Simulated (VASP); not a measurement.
GaAs, 6 atoms in the cell. The cell holds a slab with vacuum, 6 atoms: a = 3.962 Å, b = 5.603 Å, c = 19.962 Å, α = 90.00°, β = 90.00°, γ = 90.00°. 

- Program: VASP 6.6.1
- Task: single point
- Functional: LDA
- Potentials or basis: VASP PAW LDA potentials, release 64 (Ga_d, As)
- Cutoff: 520 eV
- k mesh: 7 × 5 × 1
- Occupations: fermi-dirac, width 0.02 eV
- Spin: no spin polarisation
- Dipole correction: yes
- Further INCAR settings: ALGO = Normal; EDIFF = 1e-06; NBANDS = 36

Potentials or basis: VASP PAW LDA potentials, release 64 (Ga_d, As).

Command:

```sh
$ cat potpaw_LDA.64/Ga_d/POTCAR potpaw_LDA.64/As/POTCAR > POTCAR
$ mpirun -np 1 vasp_std > vasp.out
```

Hardware: 1 thread of Intel Xeon 8259CL, with other jobs on the host.

Task: How long does it take, and how much memory?

Result: Run time: 9.5 min on 1 thread of Intel Xeon 8259CL, with other jobs on the host, peak memory 0.43 GiB. Counts: scf iterations 24, k points 12.
